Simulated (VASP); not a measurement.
# Hf7Cl: single point with PBE

Hf7Cl:

```
Hf Cl
1.0
     6.29704    0.00000    0.00000
    -3.14852    5.45340    0.00000
     0.00000    0.00000    5.15217
Hf Cl
7 1
Direct
  0.16767 0.33534 0.50000
  0.66466 0.83233 0.50000
  0.16767 0.83233 0.50000
  0.83555 0.16445 0.00000
  0.32889 0.16445 0.00000
  0.83555 0.67111 0.00000
  0.33333 0.66667 0.00000
  0.66667 0.33333 0.50000
```

```
Program                : VASP 6.6.1
Task                   : single point
Functional             : PBE
Potentials or basis    : VASP PAW PBE potentials, release 64 (Hf_pv, Cl)
Cutoff                 : 520 eV
k mesh                 : 3 × 3 × 3
Occupations            : gaussian, width 0.2 eV
Spin                   : no spin polarisation
Dipole correction      : no
Further INCAR settings : ALGO = Normal; EDIFF = 1e-06; NBANDS = 48
```

The pressure is -0.7 GPa and the largest force is 0.030 eV/Å.

Forces on the atoms (eV/Å):
```
Hf   0.000  0.015  0.000
Hf  -0.013 -0.008  0.000
Hf   0.013 -0.008  0.000
Hf   0.026 -0.015  0.000
Hf  -0.026 -0.015  0.000
Hf   0.000  0.030  0.000
Hf   0.000  0.000  0.000
Cl   0.000  0.000  0.000
```

Levels at points of the mesh, in eV from the Fermi level:
```tsv
k point	band 36	band 37	band 38	band 39	band 40	band 41	band 42	band 43
(0.00, 0.00, 0.00)	-1.20	0.27	0.56	0.56	0.66	0.79	0.79	0.96
```

Run time: 67 s on 1 thread of Intel(R) Xeon(R) Platinum 8488C (Sapphire Rapids), with other jobs on the host, peak memory 0.29 GiB.

Caveat: the k points lie up to 0.41 Å⁻¹ apart; spin-orbit coupling is left out, which moves the levels of the heavy elements; an odd number of electrons without spin polarisation forces a metal; a magnetic or distorted state may lie lower.
